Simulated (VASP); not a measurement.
The system is GaP.

```
Ga P
1.0
     3.45666    0.00000    0.00000
     0.00000    3.45666    0.00000
     0.00000    0.00000    2.80256
Ga P
1 1
Direct
  0.00000 0.00000 0.00000
  0.50000 0.50000 0.50000
```

* Program: VASP 6.6.1
* Task: relaxation of cell and atoms
* Functional: PBEsol-based screened hybrid with 25 % exact exchange
* Potentials or basis: VASP PAW PBE potentials, release 64 (Ga_d, P)
* Cutoff: 600 eV
* k mesh: 4 × 4 × 5
* Occupations: fermi-dirac, width 0.05 eV
* Spin: no spin polarisation

At the start: pressure -3.3 GPa; volume 16.74 Å³/atom.

Problem. How do energy, volume and symmetry change on relaxing?

Solution. Over 6 steps the energy falls by 106.8 meV/atom and the volume is 15.70 Å³/atom (-6.2 %); space group P4/mmm (No. 123, to 0.1 Å) before and after.

Step by step:
```
step  energy change (eV)  largest force (eV/Å)  pressure (GPa)  volume (Å³)
   1              0.0000                0.0000           -3.31        33.49
   2             -0.2090                0.0000           -0.29        31.73
   3             -0.2102                0.0000           -0.26        31.64
   4             -0.2132                0.0000           -0.11        31.47
   5             -0.2081                0.0000            0.73        31.11
   6             -0.2135                0.0000           -0.04        31.40
```

Final structure:
```xyz
2
Lattice="3.2536 0.0000 0.0000 0.0000 3.2536 0.0000 0.0000 0.0000 2.9662" Properties=species:S:1:pos:R:3 pbc="T T T"
Ga    0.0000    0.0000    0.0000
P     1.6268    1.6268    1.4831
```

Caveat: the k points lie up to 0.48 Å⁻¹ apart in the final cell, too coarse for converged energies and pressures of a metal; the PAW data sets were made with another functional, which shifts forces and pressure a little.
